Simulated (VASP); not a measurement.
Li5Au3, 8 atoms in the cell. The structure is cubic, space group Im-3m (No. 229). Conventional cell: a = 6.266 Å, b = 6.266 Å, c = 6.266 Å, α = 90.00°, β = 90.00°, γ = 90.00°. Li (site symmetry -3m) has 8 Li at 2.71 to 3.13 Å and 6 Au at 2.71 Å within 3.6 Å. Li (site symmetry m-3m) has 8 Li at 2.71 Å and 6 Au at 3.13 Å within 3.6 Å. Au (site symmetry 4/mmm) has 10 Li at 2.71 to 3.13 Å and 4 Au at 3.13 Å within 3.6 Å. The cell was generated, and may not be a known phase.

```yaml
Program: VASP 6.6.1
Task: single point
Functional: PBE
Potentials_or_basis: VASP PAW PBE potentials, release 64 (Li_sv, Au)
Cutoff: 520 eV
k_mesh: 8 × 8 × 8
Occupations: gaussian, width 0.1 eV
Spin: no spin polarisation
Dipole_correction: no
Further_INCAR_settings: ALGO = Fast; EDIFF = 1e-07; NBANDS = 34
```

Potentials or basis: VASP PAW PBE potentials, release 64 (Li_sv, Au).

Run with:

```console
$ cat potpaw_PBE.64/Li_sv/POTCAR potpaw_PBE.64/Au/POTCAR > POTCAR
$ mpirun -np 1 vasp_std > vasp.out
```

Hardware: 1 thread of Oxide Virtual Turin-like Processor, with other jobs on the host.

Task: How long does it take, and how much memory?

Result: It took 9.3 min on 1 thread of Oxide Virtual Turin-like Processor, with other jobs on the host, peak memory 0.26 GiB. Counts: scf iterations 33, k points 29.
